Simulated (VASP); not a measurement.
TiSi2, 6 atoms in the cell. It takes space group Fd-3m (No. 227, cubic). The conventional cell has a = 6.925 Å, b = 6.925 Å, c = 6.925 Å, α = 90.00°, β = 90.00°, γ = 90.00°. Within 3.8 Å of Ti (site symmetry -43m) lie 12 Si at 2.87 Å and 4 Ti at 3.00 Å. Within 3.2 Å of Si (site symmetry -3m) lie 6 Si at 2.45 Å and 6 Ti at 2.87 Å. 

| Item | Value |
| --- | --- |
| Program | VASP 6.6.1 |
| Task | single point |
| Functional | PBE |
| Potentials or basis | VASP PAW PBE potentials, release 64 (Ti_sv, Si) |
| Cutoff | 520 eV |
| k mesh | 10 × 10 × 10 |
| Occupations | gaussian, width 0.1 eV |
| Spin | no spin polarisation |
| Dipole correction | no |
| Further INCAR settings | ALGO = Normal; EDIFF = 1e-06; NBANDS = 29 |

Potentials or basis: VASP PAW PBE potentials, release 64 (Ti_sv, Si).

Launch:

```sh
$ cat potpaw_PBE.64/Ti_sv/POTCAR potpaw_PBE.64/Si/POTCAR > POTCAR
$ mpirun -np 1 vasp_std > vasp.out
```

Hardware: 1 thread of Intel Xeon 8259CL (shared host).

Task: How long does it take, and how much memory?

Result: Wall time 2.4 min on 1 thread of Intel Xeon 8259CL, on a shared host, peak memory 0.26 GiB. Counts: scf iterations 15, k points 47.
